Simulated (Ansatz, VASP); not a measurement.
# Two plane-wave programs on Sn

```
Sn
1.0
     0.00000    3.53244    3.40161
     3.53244    0.00000    3.40161
     3.53244    3.53244    0.00000
Sn
2
Direct
  0.50000 0.50000 0.50000
  0.75000 0.75000 0.75000
```

Change from the starting cell: strain +0.080 along x and y, +0.040 along z, atoms carried along.

Alike in both runs: task single point; functional PBEsol; k mesh 16 × 16 × 16; occupations gaussian, width 0.15 eV; no spin polarisation.

|  | VASP | Ansatz |
| --- | --- | --- |
| version | VASP 6.6.1 | Ansatz 0.2.0 |
| potentials or method | VASP PAW PBE potentials, release 64 (Sn_d), cutoff 520 eV | scalar-relativistic, plane waves, PAW |
| valence electrons in the cell | 28 | 28 |

Ansatz gave:

```
gap on the k mesh at the Fermi level (eV)                     : none
pressure (GPa)                                                : -5.0
traceless stress, the component that is largest in VASP (GPa) : 0.63
```

**Question.** What did VASP give for the same quantities?

**Answer.** gap on the k mesh at the Fermi level (eV): none; pressure (GPa): -5.1; traceless stress, the component that is largest in VASP (GPa): 0.63.

VASP's potentials were made for PBE, not for PBEsol. A gap of «none» marks a metal or a gap that the smearing closes.
